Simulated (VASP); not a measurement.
# BN (P1) in VASP: single point with LDA

Aim: the single point of BN with LDA.

Program: VASP 6.6.1. These are calculated values, not measurements. Logs are shortened: lines on timing, memory, paths and dates and some standing lists are left out, and cuts for length are marked.

### 1 The cell of the first run

The typed cell holds 2 atoms: a = 2.508 Å, b = 2.508 Å, c = 3.274 Å, α = 101.11°, β = 101.11°, γ = 119.81°.

### 2 Single point, LDA

Contents of INCAR:

```
ALGO = Normal
EDIFF = 1E-6
ENCUT = 520
ISIF = 2
ISMEAR = 0
LASPH = True
LCHARG = True
LELF = True
LREAL = False
LVHAR = True
LWAVE = False
NBANDS = 11
NELM = 60
PREC = Accurate
SIGMA = 0.01
```

Contents of KPOINTS:

```
k-points
0
Gamma
  10 10 6
```

Contents of POSCAR:

```
BN
1.0
    2.5080410000      0.0000000000      0.0000000000
   -1.2467110000      2.1762310000      0.0000000000
   -0.6306650000     -1.0881160000      3.0225400000
B N
1 1
Direct
    0.9796430000      0.9834990000      0.0018060000
    0.6685060000      0.3323850000      0.9849990000
```

Potentials or basis: VASP PAW LDA potentials, release 64 (B, N).

On the command line:

```console
$ cat potpaw_LDA.64/B/POTCAR potpaw_LDA.64/N/POTCAR > POTCAR
$ mpirun -np 1 vasp_std > vasp.out
```

OUTCAR:

```text
EDIFF = 1E-6
   ENCUT = 520
   ISIF = 2
   ISMEAR = 0
   LASPH = True
   LREAL = False
   NELM = 60
   PREC = Accurate

 ion  position               nearest neighbor table
   1  0.980  0.983  0.002-   2 1.40   2 1.43   2 1.52
   2  0.669  0.332  0.985-   1 1.40   1 1.43   1 1.52

  LATTYP: Found a face centered orthorhombic cell.
 ALAT       =     2.5153398844
 B/A-ratio  =     1.7253462546
 C/A-ratio  =     2.4032855509

  Lattice vectors:

 A1 = (  -1.8773760000,   1.0881150000,   3.0225400000)
 A2 = (   0.6306650000,   1.0881150000,   3.0225400000)
 A3 = (  -1.2467110000,   2.1762310000,   0.0000000000)

Analysis of symmetry for initial positions (statically):
=====================================================================
 Subroutine PRICEL returns:
 Original cell was already a primitive cell.

 Routine SETGRP: Setting up the symmetry group for a
 face centered orthorhombic supercell.

 Subroutine GETGRP returns: Found  1 space group operations
 (whereof  1 operations were pure point group operations)
 out of a pool of  8 trial point group operations.

The static configuration has the point symmetry C_1 .

Analysis of symmetry for dynamics (positions and initial velocities):
=====================================================================
 Subroutine PRICEL returns:
 Original cell was already a primitive cell.

 Routine SETGRP: Setting up the symmetry group for a
 face centered orthorhombic supercell.

 Subroutine GETGRP returns: Found  1 space group operations
 (whereof  1 operations were pure point group operations)
 out of a pool of  8 trial point group operations.

The dynamic configuration has the point symmetry C_1 .

 Subroutine INISYM returns: Found  1 space group operations
 (whereof  1 operations are pure point group operations),
 and found     1 'primitive' translations

----------------------------------------------------------------------------------------

                                     Primitive cell

  volume of cell :      16.4973

  direct lattice vectors                    reciprocal lattice vectors
[... 104 lines left out ...]
   LNONCOLLINEAR =      F non collinear calculations
   LSORBIT =      F    spin-orbit coupling
   LASPH  =      T    aspherical Exc in radial PAW
   ENCUT  =  520.0 eV  38.22 Ry    6.18 a.u.   4.66  4.66  6.09*2*pi/ulx,y,z
   NELM   =     60;   NELMIN=  2; NELMDL= -5     # of ELM steps
   EDIFF  = 0.1E-05   stopping-criterion for ELM
   LREAL  =      F    real-space projection
   EDIFFG = 0.1E-04   stopping-criterion for IOM
   NSW    =      0    number of steps for IOM
   IBRION =     -1    ionic relax: 0-MD 1-quasi-New 2-CG
   NFREE  =      0    steps in history (QN), initial steepest desc. (CG)
   ISIF   =      2    stress and relaxation
   ISYM   =      2    0-nonsym 1-usesym 2-fastsym
   POTIM  = 0.5000    time-step for ionic-motion
   TEBEG  =    0.0;   TEEND  =   0.0 temperature during run
   PSTRESS=    0.0 pullay stress
   NELECT =       8.0000    total number of electrons
   NUPDOWN=      -1.0000    fix difference up-down
   EMIN   =  10.00;   EMAX   =-10.00  energy-range for DOS
   EFERMI =   0.00;   METHOD = LEGACY
   ISMEAR =     0;   SIGMA  =   0.01  broadening in eV -4-tet -1-fermi 0-gaus
   EFERMI_NEDOS =   21; number of points for ismear=-14 and -15
   IALGO  =     38    algorithm
   IMIX   =      4    mixing-type and parameters
     AMIX     =   0.40;   BMIX     =  1.00
     AMIX_MAG =   1.60;   BMIX_MAG =  1.00
  volume/ion in A,a.u.               =       8.25        55.66
  Fermi-wavevector in a.u.,A,eV,Ry     =   1.286178  2.430523 22.507475  1.654253
  Thomas-Fermi vector in A             =   2.418268
   LORBIT       =      0    0 simple, 1 ext, 2 COOP (PROOUT), +10 PAW based schemes
   GGA     = CA    functional components
   LHFCALC =     F    Hartree Fock is set to
   AEXX    =    0.0000 exact exchange contribution
   IVDW    =     0    specifies the selected vdW correction
   LEPSILON=     F    determine dielectric tensor
   LRPA    =     F    only Hartree local field effects (RPA)
 non-spin polarized calculation
 Gauss-broadening in eV      SIGMA  =   0.01
  energy-cutoff  :      520.00
  volume of cell :       16.50
 maximum number of plane-waves:       460
   NGX =  9   NGY =  9   NGZ = 13

 number of electron       8.0000000 magnetization

 Free energy of the ion-electron system (eV)
  ---------------------------------------------------
  ext. energy  EPLUGINS =         0.00000000
  ---------------------------------------------------
  free energy    TOTEN  =       -19.15467608 eV

  energy without entropy =      -19.15467608  energy(sigma->0) =      -19.15467608

 E-fermi :   3.4767     XC(G=0): -11.0918

 val. band max:        3.3151343758   @ k =   0.4000   0.4000   0.1667
 cond. band min:       5.9488232867   @ k =   0.5000   0.5000   0.5000
 fundamental gap:      2.6336889109
 Fermi energy:         3.4766804656

 k-point     1 :       0.0000    0.0000    0.0000
  band No.  band energies     occupation
      1     -14.7685      2.00000
      2      -0.5022      2.00000
      3       0.8271      2.00000
      4       2.4490      2.00000
      5       8.5532      0.00000
      6      13.3703      0.00000
      7      15.4805      0.00000
      8      16.0356      0.00000
      9      18.2039      0.00000
     10      28.3330      0.00000
     11      30.3378      0.00000
[... 309 lines left out ...]
 k-point    24 :      -0.3000    0.2000    0.0000
  band No.  band energies     occupation
      1     -13.4203      2.00000
      2      -2.4004      2.00000
      3      -0.3184      2.00000
      4       0.9018      2.00000
      5      10.6393      0.00000
      6      12.8735      0.00000
      7      14.0321      0.00000
      8      18.9758      0.00000
      9      20.8961      0.00000
     10      23.0165      0.00000
     11      27.9500      0.00000

 [... further k-points ...]
[... 5 lines left out ...]
  --------------------------------------------------------------------------------------
  -------------------------------------------------------------------------------------
  Total       -1.3009366     -0.1077250      0.3262912     -0.4990453      0.1206807      0.0541211
  in kB     -126.3441150    -10.4620196     31.6886900    -48.4661892     11.7202465      5.2561219
  external PRESSURE =     -35.0391482 kB  Pullay stress =       0.0000000 kB

 VOLUME and BASIS-vectors are now :
 -----------------------------------------------------------------------------
  energy-cutoff  :      520.00
  volume of cell :       16.50
      direct lattice vectors                 reciprocal lattice vectors
     2.508041000  0.000000000  0.000000000     0.398717565  0.228415813  0.165423820
    -1.246711000  2.176231000  0.000000000     0.000000000  0.459510043  0.165423859
    -0.630665000 -1.088116000  3.022540000     0.000000000  0.000000000  0.330847565

 POSITION                                       TOTAL-FORCE (eV/Angst)
 -----------------------------------------------------------------------------------
      1.22971      2.13836      0.00546         1.638640      2.053161     -0.615683
      0.64105     -0.34845      2.97720        -1.638640     -2.053161      0.615683
 -----------------------------------------------------------------------------------
    total drift:                               -0.000263     -0.000104     -0.000213

  FREE ENERGIE OF THE ION-ELECTRON SYSTEM (eV)
  ---------------------------------------------------
  free  energy   TOTEN  =       -19.1546760841 eV

  energy  without entropy=      -19.1546760841  energy(sigma->0) =      -19.15467608
```

stdout:

```text
POSCAR found type information on POSCAR B N
 POSCAR found :  2 types and       2 ions
 scaLAPACK will be used
 LDA part: xc-table for (Slater(with rela. corr.)+CA(PZ))
 , standard interpolation
 -----------------------------------------------------------------------------
|                                                                             |
|           W    W    AA    RRRRR   N    N  II  N    N   GGGG   !!!           |
|           W    W   A  A   R    R  NN   N  II  NN   N  G    G  !!!           |
|           W    W  A    A  R    R  N N  N  II  N N  N  G       !!!           |
|           W WW W  AAAAAA  RRRRR   N  N N  II  N  N N  G  GGG   !            |
|           WW  WW  A    A  R   R   N   NN  II  N   NN  G    G                |
|           W    W  A    A  R    R  N    N  II  N    N   GGGG   !!!           |
|                                                                             |
|     Your reciprocal lattice and k-lattice belong to different lattice       |
|     classes:                                                                |
|                                                                             |
|        The reciprocal lattice is body-centered orthorhombic,                |
|        whereas your k-lattice is base-centered monoclinic.                  |
|                                                                             |
|     Results are often still useful ...                                      |
|                                                                             |
 -----------------------------------------------------------------------------

 POSCAR, INCAR and KPOINTS ok, starting setup
 FFT: planning ... GRIDC
 FFT: planning ... GRID_SOFT
 FFT: planning ... GRID
 WAVECAR not read
 entering main loop
```

Run time: 25 s. Hardware: 1 thread of Intel Xeon Platinum 8375C at 2.90GHz (Ice Lake), shared host; peak memory 0.16 GiB.

What came out:

```
Free energy            : -19.1547 eV
Pressure               : -3.5 GPa
Largest force          : 2.698 eV/Å
Band gap on the k mesh : 2.63 eV, indirect (least direct gap 4.45 eV)
```

Forces in eV/Å, atoms in the order of the input:
```
B    1.639  2.053 -0.616
N   -1.639 -2.053  0.616
```

Stress tensor (GPa, compression positive):
```
-12.63  -4.85   0.53
 -4.85  -1.05   1.17
  0.53   1.17   3.17
```

Levels at points of the mesh, in eV from the valence-band top:
```
           k point  band 1  band 2  band 3  band 4  band 5  band 6  band 7  band 8
(0.00, 0.00, 0.00)  -18.08   -3.82   -2.49   -0.87    5.24   10.06   12.17   12.72
(0.50, 0.00, 0.00)  -14.61   -9.07   -4.88   -1.63    4.72    9.43   13.32   16.86
(0.00, 0.50, 0.00)  -14.79   -9.31   -4.14   -1.10    3.60    9.55   13.60   16.91
(0.50, 0.50, 0.00)  -14.88   -9.50   -4.29   -0.15    6.08    8.96   12.10   14.31
(0.00, 0.00, 0.50)  -17.47   -7.16   -2.51   -0.91    9.77   10.51   12.15   12.51
(0.50, 0.00, 0.50)  -14.61   -9.09   -4.88   -1.52    4.38    9.47   13.56   17.07
(0.00, 0.50, 0.50)  -14.79   -9.30   -4.13   -1.20    3.82    9.48   13.48   16.77
(0.50, 0.50, 0.50)  -14.53   -8.95   -4.44   -2.27    2.63    9.08   15.12   19.38
```

Caveat: forces of over 1 eV/Å act on the atoms, so gaps and moduli don't describe the material at rest.
